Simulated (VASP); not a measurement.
A run of VASP 6.6.1:

The input INCAR:

```
SYSTEM = SnTe
PREC     = Accurate       ! precision mode
ENCUT    = 500            ! plane-wave cutoff, eV
EDIFF    = 1E-6           ! SCF threshold, eV
ISMEAR   = 0              ! smearing method
SIGMA    = 0.01           ! smearing width, eV
LREAL    = .False.        ! projectors in reciprocal space
LASPH    = .True.         ! aspherical terms in the spheres
NELM     = 120            ! most SCF steps
ALGO     = Normal         ! electronic algorithm
ISIF     = 2              ! what is computed and relaxed
LWAVE    = .False.        ! write WAVECAR
LCHARG   = .False.        ! write CHGCAR
GGA      = PE             ! functional
NBANDS   = 17             ! bands
GGA_COMPAT= .False.
```

KPOINTS

```
regular mesh
0
Gamma
  6 6 6
  0 0 0
```

File POSCAR:

```
SnTe
1.0
    0.0000000000      3.0974354438      3.0974354438
    3.0974354438      0.0000000000      3.0974354438
    3.0974354438      3.0974354438      0.0000000000
Sn Te
1 1
Direct
    0.0000000000      0.0000000000      0.0000000000
    0.5000000000      0.5000000000      0.5000000000
```

Potentials or basis: VASP PAW PBE potentials, release 64 (Sn_d, Te).

The run is started by

```sh
$ cat potpaw_PBE.64/Sn_d/POTCAR potpaw_PBE.64/Te/POTCAR > POTCAR
$ mpirun -np 1 vasp_std > vasp.out
```

Hardware: 1 thread of Intel(R) Xeon(R) Platinum 8259CL CPU @ 2.50GHz (Skylake/Cascade Lake), with other jobs on the host.

Task: Estimate the wall time of this run.

Result: It took 15 s on 1 thread of Intel(R) Xeon(R) Platinum 8259CL CPU @ 2.50GHz (Skylake/Cascade Lake), on a shared host, peak memory 0.17 GiB. Counts: scf iterations 12, k points 16.
